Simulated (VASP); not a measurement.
Write the native input for VASP 6.6.1 that does the following.

- Task: single point
- Functional: PBEsol
- Potentials or basis: VASP PAW PBE potentials, release 64 (W_sv, C)
- Cutoff: 520 eV
- k mesh: 30 × 30 × 26
- Occupations: gaussian, width 0.2 eV
- Spin: no spin polarisation
- Dipole correction: no
- Further INCAR settings: ALGO = Normal; EDIFF = 1e-07; NBANDS = 16

The structure of WC lies in POSCAR:

```
WC
1.0
    2.8990127357      0.0000000000      0.0000000000
   -1.4495063678      2.5106186750      0.0000000000
    0.0000000000      0.0000000000      2.8268977312
W C
1 1
Direct
    0.0000000000      0.0000000000      0.0000000000
    0.3333333333      0.6666666667      0.5000000000
```

These files were run (other wordings do the same):

INCAR

```
SYSTEM = WC
PREC = Accurate
ENCUT = 520
EDIFF = 1E-7
ISMEAR = 0
SIGMA = 0.2
LREAL = .FALSE.
LASPH = .TRUE.
NELM = 80
ALGO = Normal
ISIF = 2
LWAVE = .FALSE.
LCHARG = .TRUE.
GGA = PS
LELF = .TRUE.
LVHAR = .TRUE.
NBANDS = 16
```

KPOINTS

```
regular mesh
0
G
  30 30 26
  0 0 0
```

Potentials or basis: VASP PAW PBE potentials, release 64 (W_sv, C).

Launch:

```sh
$ cat potpaw_PBE.64/W_sv/POTCAR potpaw_PBE.64/C/POTCAR > POTCAR
$ mpirun -np 1 vasp_std > vasp.out
```

It gave:

| Quantity | Value |
| --- | --- |
| Pressure | 1.3 GPa |
| Band gap on the k mesh | zero (bands 9 and 10 overlap by 1.37 eV) |

Caveat: the PAW data sets were made with another functional, which shifts forces and pressure a little; spin-orbit coupling is left out, which moves the levels of the heavy elements.

Wall time 3.9 min on 1 thread of Intel(R) Xeon(R) Platinum 8375C CPU @ 2.90GHz (Ice Lake) (shared host), peak memory 0.5 GiB.
